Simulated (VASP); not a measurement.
# Ag (P6_3/mmc) in VASP: a series of runs, part 2 of 2

VASP 6.6.1.

### 3 Electric field gradients, r2SCAN

POSCAR reads:

```
Ag
1.0
    2.9299980804      0.0000000000      0.0000000000
   -1.4649990402      2.5374527707      0.0000000000
    0.0000000000      0.0000000000      4.7900000000
Ag
2
Direct
    0.3333333333      0.6666666667      0.2500000000
    0.6666666667      0.3333333333      0.7500000000
```

INCAR.step1 reads:

```
PREC = Accurate
ENCUT = 520
ISMEAR = -1
SIGMA = 0.05
LREAL = F
LASPH = T
NELM = 100
NBANDS = 18
GGA = PE
ALGO = Normal
EDIFF = 1E-4
LWAVE = T
LCHARG = F
```

INCAR.step2 reads:

```
PREC = Accurate
ENCUT = 520
EDIFF = 1E-8
ISMEAR = -1
SIGMA = 0.05
LREAL = F
LASPH = T
NELM = 100
ALGO = Normal
ISIF = 2
LWAVE = F
LCHARG = F
METAGGA = R2SCAN
LMIXTAU = T
LEFG = T
NBANDS = 18
ISTART = 1
```

KPOINTS reads:

```
regular mesh
0
Gamma
  14 14 8
```

Potentials or basis: VASP PAW PBE potentials, release 64 (Ag).

Started as:

```console
cat potpaw_PBE.64/Ag/POTCAR > POTCAR
cp INCAR.step1 INCAR
mpirun -np 1 vasp_std > vasp.out
cp INCAR.step2 INCAR
mpirun -np 1 vasp_std > vasp.out
```

OUTCAR:

```text
PREC = Accurate
   ENCUT = 520
   EDIFF = 1E-8
   ISMEAR = -1
   LREAL = F
   LASPH = T
   NELM = 100
   ISIF = 2
   METAGGA = R2SCAN
   ISTART = 1

 ion  position               nearest neighbor table
   1  0.333  0.667  0.250-   2 2.93   2 2.93   2 2.93   2 2.93   2 2.93   2 2.93
   2  0.667  0.333  0.750-   1 2.93   1 2.93   1 2.93   1 2.93   1 2.93   1 2.93

  LATTYP: Found a hexagonal cell.
 ALAT       =     2.9299980804
 C/A-ratio  =     1.6348133577

  Lattice vectors:

 A1 = (   2.9299980804,   0.0000000000,   0.0000000000)
 A2 = (  -1.4649990402,   2.5374527707,   0.0000000000)
 A3 = (   0.0000000000,   0.0000000000,   4.7900000000)

Analysis of symmetry for initial positions (statically):
=====================================================================
 Subroutine PRICEL returns:
 Original cell was already a primitive cell.

 Routine SETGRP: Setting up the symmetry group for a
 hexagonal supercell.

 Subroutine GETGRP returns: Found 24 space group operations
 (whereof 12 operations were pure point group operations)
 out of a pool of 24 trial point group operations.

The static configuration has the point symmetry D_3d.
 The point group associated with its full space group is D_6h.

Analysis of symmetry for dynamics (positions and initial velocities):
=====================================================================
 Subroutine PRICEL returns:
 Original cell was already a primitive cell.

 Routine SETGRP: Setting up the symmetry group for a
 hexagonal supercell.

 Subroutine GETGRP returns: Found 24 space group operations
 (whereof 12 operations were pure point group operations)
[... 161 lines left out ...]
      2       1.3890      2.00000
      3       2.8556      2.00000
      4       2.9504      2.00000
      5       2.9504      2.00000
      6       3.1734      2.00000
[... 481 lines left out ...]
      5       2.8420      2.00000
      6       2.9623      2.00000
[... 10 lines left out ...]
     17      18.5088      0.00000
     18      19.5198      0.00000

 [... further k-points ...]

------------------------ aborting loop because EDIFF is reached ----------------------------------------

  FORCE on cell =-STRESS in cart. coord.  units (eV):
  Direction    XX          YY          ZZ          XY          YZ          ZX
  --------------------------------------------------------------------------------------
  -------------------------------------------------------------------------------------
  Total       -0.5097748     -0.5097748     -0.6067806      0.0000000      0.0000000      0.0000000
  in kB      -22.9344385    -22.9344385    -27.2986664      0.0000000      0.0000000      0.0000000
  external PRESSURE =     -24.3891811 kB  Pullay stress =       0.0000000 kB

 VOLUME and BASIS-vectors are now :
 -----------------------------------------------------------------------------
  energy-cutoff  :      520.00
  volume of cell :       35.61
      direct lattice vectors                 reciprocal lattice vectors
     2.929998080  0.000000000  0.000000000     0.341297152  0.197048003  0.000000000
    -1.464999040  2.537452771  0.000000000     0.000000000  0.394096005  0.000000000
     0.000000000  0.000000000  4.790000000     0.000000000  0.000000000  0.208768267

 POSITION                                       TOTAL-FORCE (eV/Angst)
 -----------------------------------------------------------------------------------
     -0.00000      1.69164      1.19750        -0.000000     -0.000000      0.000000
      1.46500      0.84582      3.59250         0.000000      0.000000      0.000000
 -----------------------------------------------------------------------------------
    total drift:                               -0.000000      0.000000     -0.000000

  FREE ENERGIE OF THE ION-ELECTRON SYSTEM (eV)
  ---------------------------------------------------
  free  energy   TOTEN  =       -42.7008175985 eV

  energy  without entropy=      -42.6973412288  energy(sigma->0) =      -42.69907941

 Electric field gradients (V/A^2)
---------------------------------------------------------------------
 ion       V_xx      V_yy      V_zz      V_xy      V_xz      V_yz
---------------------------------------------------------------------
   1      -1.886    -1.887     3.772    -0.001     0.000    -0.000
   2      -1.886    -1.887     3.772    -0.001    -0.000     0.000
---------------------------------------------------------------------

 Electric field gradients after diagonalization (V/A^2)
 (convention: |V_zz| > |V_xx| > |V_yy|)
----------------------------------------------------------------------
 ion       V_xx      V_yy      V_zz     asymmetry (V_yy - V_xx)/ V_zz
----------------------------------------------------------------------
   1      -1.887    -1.885     3.772       0.001
   2      -1.887    -1.885     3.772       0.001
----------------------------------------------------------------------

           NMR quadrupolar parameters

 Cq : quadrupolar parameter    Cq=e*Q*V_zz/h
 eta: asymmetry parameters     (V_yy - V_xx)/ V_zz
 Q  : nuclear electric quadrupole moment in mb (millibarn)
----------------------------------------------------------------------
 ion       Cq(MHz)       eta       Q (mb)
----------------------------------------------------------------------
   1       0.009       0.001       1.000
   2       0.009       0.001       1.000
----------------------------------------------------------------------
```

OUTCAR.step1:

```text
PREC = Accurate
   ENCUT = 520
   ISMEAR = -1
   LREAL = F
   LASPH = T
   NELM = 100
[... 726 lines left out ...]
 -----------------------------------------------------------------------------------
     -0.00000      1.69164      1.19750        -0.000000      0.000000      0.000000
      1.46500      0.84582      3.59250         0.000000     -0.000000      0.000000
 -----------------------------------------------------------------------------------
    total drift:                               -0.000000      0.000000     -0.000000

  FREE ENERGIE OF THE ION-ELECTRON SYSTEM (eV)
  ---------------------------------------------------
  free  energy   TOTEN  =        -5.4283771181 eV

  energy  without entropy=       -5.4245700256  energy(sigma->0) =       -5.42647357
```

OSZICAR.step1:

```text
N       E                     dE             d eps       ncg     rms          rms(c)
DAV:   1     0.124566994545E+03    0.12457E+03   -0.11674E+04  4328   0.121E+03
DAV:   2    -0.386871889986E+01   -0.12844E+03   -0.12181E+03  4466   0.266E+02
DAV:   3    -0.589693600237E+01   -0.20282E+01   -0.20220E+01  5136   0.376E+01
DAV:   4    -0.590292139952E+01   -0.59854E-02   -0.59850E-02  4726   0.202E+00
DAV:   5    -0.590297192909E+01   -0.50530E-04   -0.50530E-04  4750   0.198E-01    0.660E+00
DAV:   6    -0.544624222576E+01    0.45673E+00   -0.11498E+00  4488   0.114E+01    0.437E+00
DAV:   7    -0.543325694176E+01    0.12985E-01   -0.13952E-02  4612   0.110E+00    0.249E+00
DAV:   8    -0.542836342475E+01    0.48935E-02   -0.11298E-03  4554   0.276E-01    0.106E-01
DAV:   9    -0.542837711815E+01   -0.13693E-04   -0.14770E-05  2720   0.296E-02
   1 F= -.54283771E+01 E0= -.54264736E+01  d E =-.380709E-02
```

Run time: 5.3 min. Hardware: 1 thread of Intel Xeon 8259CL, shared host; peak memory 0.21 GiB.

Results:

| Property | Result |
| --- | --- |
| Free energy | -42.7008 eV |
| Pressure | -2.4 GPa |
| Band gap on the k mesh | zero (bands 11 and 12 overlap by 7.42 eV) |
| Largest electric field gradient by atom | Ag +3.8 V/Å² |

Electric field gradients, principal values (V/Å²):
| atom | least | middle | greatest (by size) |
| --- | --- | --- | --- |
| 1 Ag | -1.885 | -1.887 | 3.772 |
| 2 Ag | -1.885 | -1.887 | 3.772 |

Caveat: without QUAD_EFG the Cq values of the log hold for a quadrupole moment of 1 mb, not for the nuclei; the PAW data sets were made with another functional, which shifts forces and pressure a little.
